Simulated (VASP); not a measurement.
# BaO (Fm-3m) in VASP: settings compared, part 2 of 2

VASP 6.6.1. Earlier steps stand in the parts before.

### Step 5. Single point, r2SCAN (volume scaled by 0.980)

File POSCAR:

```
BaO
1.0
    0.0000000000      2.7533901401      2.7533901401
    2.7533901401      0.0000000000      2.7533901401
    2.7533901401      2.7533901401      0.0000000000
Ba O
1 1
Direct
    0.5000000000      0.5000000000      0.5000000000
    0.0000000000      0.0000000000      0.0000000000
```

File INCAR.step1:

```
  PREC = Accurate
  ENCUT = 660
  ISMEAR = 0
  SIGMA = 0.05
  LREAL = F
  LASPH = T
  NELM = 120
  NBANDS = 15
  GGA = PE
  ALGO = Normal
  EDIFF = 1E-5
  LWAVE = T
  LCHARG = F
  GGA_COMPAT = F
```

File INCAR.step2:

```
  PREC = Accurate
  ENCUT = 660
  EDIFF = 1E-6
  ISMEAR = 0
  SIGMA = 0.05
  LREAL = F
  LASPH = T
  NELM = 120
  ALGO = Normal
  ISIF = 2
  LWAVE = F
  LCHARG = F
  METAGGA = R2SCAN
  LMIXTAU = T
  NBANDS = 15
  ISTART = 1
  GGA_COMPAT = F
```

File KPOINTS:

```
Automatic mesh
0
Gamma
  8 8 8
```

The run is started by

```sh
$ cat potpaw_PBE.64/Ba_sv/POTCAR potpaw_PBE.64/O/POTCAR > POTCAR
$ cp INCAR.step1 INCAR
$ mpirun -np 1 vasp_std > vasp.out
$ cp INCAR.step2 INCAR
$ mpirun -np 1 vasp_std > vasp.out
```

Run time: 56 s. Hardware: 1 thread of Intel Xeon 6975P-C (Granite Rapids), shared host; peak memory 0.22 GiB.

It converged, with:

```yaml
Free_energy: -37.8124 eV
Pressure: 3.3 GPa
Band_gap_on_the_k_mesh: 2.25 eV, direct
```

Levels at points of the mesh, in eV from the valence-band top:
| k point | band 4 | band 5 | band 6 | band 7 | band 8 | band 9 | band 10 | band 11 | band 12 | band 13 |
| --- | --- | --- | --- | --- | --- | --- | --- | --- | --- | --- |
| (0.00, 0.00, 0.00) | -10.73 | -10.73 | -0.42 | -0.42 | -0.42 | 4.21 | 5.11 | 5.11 | 5.11 | 7.60 |
| (0.50, 0.00, 0.00) | -10.85 | -10.85 | -2.05 | -1.59 | -1.59 | 5.33 | 7.71 | 7.71 | 8.80 | 11.30 |
| (0.50, 0.50, 0.00) | -11.34 | -11.34 | -0.20 | -0.20 | 0.00 | 2.25 | 6.64 | 9.63 | 10.09 | 10.34 |

Caveat: the cell differs from its parent crystal (volume scaled by 0.980); the PAW data sets were made with another functional, which shifts forces and pressure a little; spin-orbit coupling is left out, which moves the levels of the heavy elements.

### Step 6. Single point, r2SCAN

This run uses another cell than the first one, of 21.47 Å³/atom, 1.008 times its volume.

File POSCAR:

```
BaO
1.0
    0.0000000000      2.7795423757      2.7795423757
    2.7795423757      0.0000000000      2.7795423757
    2.7795423757      2.7795423757      0.0000000000
Ba O
1 1
Direct
    0.5000000000      0.5000000000      0.5000000000
    0.0000000000      0.0000000000      0.0000000000
```

File INCAR.step1:

```
SYSTEM = BaO
PREC     = Accurate       ! precision mode
ENCUT    = 660            ! plane-wave cutoff, eV
ISMEAR   = 0              ! smearing method
SIGMA    = 0.05           ! smearing width, eV
LREAL    = .FALSE.        ! projectors in reciprocal space
LASPH    = .TRUE.         ! aspherical terms in the spheres
NELM     = 120            ! most SCF steps
NBANDS   = 15             ! bands
GGA      = PE             ! functional
ALGO     = Normal         ! electronic algorithm
EDIFF    = 1E-5           ! SCF threshold, eV
LWAVE    = .TRUE.         ! write WAVECAR
LCHARG   = .FALSE.        ! write CHGCAR
GGA_COMPAT= .FALSE.
```

File INCAR.step2:

```
SYSTEM = BaO
PREC     = Accurate       ! precision mode
ENCUT    = 660            ! plane-wave cutoff, eV
EDIFF    = 1E-6           ! SCF threshold, eV
ISMEAR   = 0              ! smearing method
SIGMA    = 0.05           ! smearing width, eV
LREAL    = .FALSE.        ! projectors in reciprocal space
LASPH    = .TRUE.         ! aspherical terms in the spheres
NELM     = 120            ! most SCF steps
ALGO     = Normal         ! electronic algorithm
ISIF     = 2              ! what is computed and relaxed
LWAVE    = .FALSE.        ! write WAVECAR
LCHARG   = .TRUE.         ! write CHGCAR
METAGGA  = R2SCAN         ! meta-GGA
LMIXTAU  = .TRUE.       
LELF     = .TRUE.         ! ELF
LVHAR    = .TRUE.       
NBANDS   = 15             ! bands
ISTART   = 1            
GGA_COMPAT= .FALSE.
```

File KPOINTS:

```
Automatic mesh
0
G
  8 8 8
  0 0 0
```

Potentials or basis: VASP PAW PBE potentials, release 64 (Ba_sv, O).

The run is started by

```sh
$ cat potpaw_PBE.64/Ba_sv/POTCAR potpaw_PBE.64/O/POTCAR > POTCAR
$ cp INCAR.step1 INCAR
$ mpirun -np 1 vasp_std > vasp.out
$ cp INCAR.step2 INCAR
$ mpirun -np 1 vasp_std > vasp.out
```

OUTCAR:

```text
SYSTEM = BaO
   PREC = Accurate
   ENCUT = 660
   EDIFF = 1E-6
   ISMEAR = 0
   LREAL = .FALSE.
   LASPH = .TRUE.
   NELM = 120
   ISIF = 2
   METAGGA = R2SCAN
   ISTART = 1

 ion  position               nearest neighbor table
   1  0.500  0.500  0.500-   2 2.78   2 2.78   2 2.78   2 2.78   2 2.78   2 2.78
   2  0.000  0.000  0.000-   1 2.78   1 2.78   1 2.78   1 2.78   1 2.78   1 2.78

  LATTYP: Found a face centered cubic cell.
 ALAT       =     5.5590847514

  Lattice vectors:

 A1 = (   0.0000000000,   2.7795423757,   2.7795423757)
 A2 = (   2.7795423757,   0.0000000000,   2.7795423757)
 A3 = (   2.7795423757,   2.7795423757,   0.0000000000)

Analysis of symmetry for initial positions (statically):
=====================================================================
 Subroutine PRICEL returns:
 Original cell was already a primitive cell.

 Routine SETGRP: Setting up the symmetry group for a
 face centered cubic supercell.

 Subroutine GETGRP returns: Found 48 space group operations
 (whereof 48 operations were pure point group operations)
 out of a pool of 48 trial point group operations.

The static configuration has the point symmetry O_h .

Analysis of symmetry for dynamics (positions and initial velocities):
[... 170 lines left out ...]
      2     -14.3767      2.00000
      3      -9.2032      2.00000
      4      -9.2032      2.00000
      5      -9.2032      2.00000
      6       1.2305      2.00000
      7       1.2305      2.00000
      8       1.2305      2.00000
      9       5.6533      0.00000
     10       6.7039      0.00000
     11       6.7039      0.00000
     12       6.7039      0.00000
     13       9.1184      0.00000
     14       9.1184      0.00000
[... 401 lines left out ...]
      2     -14.8960      2.00000
      3      -9.8297      2.00000
      4      -9.8031      2.00000
      5      -9.3239      2.00000
      6       0.0778      2.00000
      7       0.6655      2.00000
      8       0.7285      2.00000
      9       6.8104      0.00000
     10       7.4415      0.00000
     11       9.9127      0.00000
     12       9.9797      0.00000
     13      12.2441      0.00000
     14      13.9079      0.00000
     15      14.5291      0.00000

 [... further k-points ...]
[... 5 lines left out ...]
  --------------------------------------------------------------------------------------
  -------------------------------------------------------------------------------------
  Total        0.2447620      0.2447620      0.2447620      0.0000000      0.0000000      0.0000000
  in kB        9.1307128      9.1307128      9.1307128      0.0000000      0.0000000      0.0000000
  external PRESSURE =       9.1307128 kB  Pullay stress =       0.0000000 kB

 VOLUME and BASIS-vectors are now :
 -----------------------------------------------------------------------------
  energy-cutoff  :      660.00
  volume of cell :       42.95
      direct lattice vectors                 reciprocal lattice vectors
     0.000000000  2.779542376  2.779542376    -0.179885727  0.179885727  0.179885727
     2.779542376  0.000000000  2.779542376     0.179885727 -0.179885727  0.179885727
     2.779542376  2.779542376  0.000000000     0.179885727  0.179885727 -0.179885727

 POSITION                                       TOTAL-FORCE (eV/Angst)
 -----------------------------------------------------------------------------------
      2.77954      2.77954      2.77954        -0.000000      0.000000      0.000000
      0.00000      0.00000      0.00000         0.000000     -0.000000     -0.000000
 -----------------------------------------------------------------------------------
    total drift:                                0.000000      0.000000      0.000000

  FREE ENERGIE OF THE ION-ELECTRON SYSTEM (eV)
  ---------------------------------------------------
  free  energy   TOTEN  =       -37.8294279457 eV

  energy  without entropy=      -37.8294279457  energy(sigma->0) =      -37.82942795
```

OUTCAR.step1:

```text
SYSTEM = BaO
   PREC = Accurate
   ENCUT = 660
   ISMEAR = 0
   LREAL = .FALSE.
   LASPH = .TRUE.
[... 654 lines left out ...]
      2.77954      2.77954      2.77954         0.000000      0.000000      0.000000
      0.00000      0.00000      0.00000        -0.000000     -0.000000     -0.000000
 -----------------------------------------------------------------------------------
    total drift:                                0.000000      0.000000      0.000000

  FREE ENERGIE OF THE ION-ELECTRON SYSTEM (eV)
  ---------------------------------------------------
  free  energy   TOTEN  =       -11.8040887250 eV

  energy  without entropy=      -11.8040887250  energy(sigma->0) =      -11.80408872
```

OSZICAR.step1:

```text
N       E                     dE             d eps       ncg     rms          rms(c)
DAV:   1     0.842110759168E+02    0.84211E+02   -0.81700E+03   870   0.115E+03
DAV:   2    -0.104552666406E+02   -0.94666E+02   -0.83328E+02  1257   0.209E+02
DAV:   3    -0.143279556241E+02   -0.38727E+01   -0.38391E+01  1067   0.448E+01
DAV:   4    -0.144166298943E+02   -0.88674E-01   -0.88660E-01  1035   0.506E+00
DAV:   5    -0.144181334965E+02   -0.15036E-02   -0.15036E-02  1101   0.806E-01    0.951E+00
DAV:   6    -0.120641551640E+02    0.23540E+01   -0.87839E+00   912   0.218E+01    0.624E+00
DAV:   7    -0.118284433513E+02    0.23571E+00   -0.65408E-01   983   0.636E+00    0.219E+00
DAV:   8    -0.118034811442E+02    0.24962E-01   -0.10732E-01  1045   0.334E+00    0.538E-01
DAV:   9    -0.118027832809E+02    0.69786E-03   -0.10055E-02  1024   0.963E-01    0.167E-01
DAV:  10    -0.118041024753E+02   -0.13192E-02   -0.28641E-03   919   0.438E-01    0.494E-02
DAV:  11    -0.118040792092E+02    0.23266E-04   -0.17711E-04  1087   0.111E-01    0.269E-02
DAV:  12    -0.118040887250E+02   -0.95157E-05   -0.25610E-05   933   0.475E-02
   1 F= -.11804089E+02 E0= -.11804089E+02  d E =-.997699E-11
```

Run time: 59 s. Hardware: 1 thread of Intel Xeon 6975P-C (Granite Rapids), shared host; peak memory 0.22 GiB.

Results:

| Item | Value |
| --- | --- |
| Free energy | -37.8294 eV |
| Pressure | 0.9 GPa |
| Band gap on the k mesh | 2.35 eV, direct |

Caveat: the PAW data sets were made with another functional, which shifts forces and pressure a little; spin-orbit coupling is left out, which moves the levels of the heavy elements.

### Step 7. Overview

```tsv
level	cell	cutoff (eV)	gap on the mesh (eV)	pressure (GPa)
PBEsol	a = 3.920 Å, angles 60.0°, 2 atoms	600	1.88	-0.5
RPBE	a = 3.920 Å, angles 60.0°, 2 atoms	600	2.10	5.2
r2SCAN	a = 3.867 Å, angles 60.0°, 2 atoms	660	2.17	5.3
r2SCAN	a = 3.894 Å, angles 60.0°, 2 atoms	660	2.25	3.3
r2SCAN	a = 3.931 Å, angles 60.0°, 2 atoms	660	2.35	0.9
```

Alike in all rows: task single point; potentials or basis VASP PAW PBE potentials, release 64 (Ba_sv, O); no spin polarisation; k mesh 8 × 8 × 8; smearing gaussian 0.05 eV.

Caveats: the PAW data sets were made with another functional, which shifts forces and pressure a little; spin-orbit coupling is left out, which moves the levels of the heavy elements.

Absolute energies hang on the potentials; compare differences alone.
